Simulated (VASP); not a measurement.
Runs of VASP 6.6.1 on BaS. The cell holds a slab with vacuum, 8 atoms: a = 4.517 Å, b = 4.517 Å, c = 24.581 Å, α = 90.00°, β = 90.00°, γ = 90.00°. 

```tsv
level	gap on the mesh (eV)
PBE+TS-HI	2.05
PBE	2.07
PBE+TS	(b)
PBE+D3(BJ)	2.06
PBE+D2	1.82
PBE+D3	2.06
PBE+dDsC	2.03
PBE+MBD-FI	(a)
```

Alike in all rows: task relaxation of the atoms; potentials or basis VASP PAW PBE potentials, release 64 (Ba_sv, S); no spin polarisation; cell atoms relaxed; k mesh 5 × 5 × 1; cutoff (eV) 520; smearing fermi-dirac 0.05 eV.

Problem. Estimate the missing entries.

Solution. (a) 1.91; (b) 2.12.

Caveats: spin-orbit coupling is left out, which moves the levels of the heavy elements.

A k mesh can miss the band edges, and the runs leave out spin-orbit coupling on Ba.
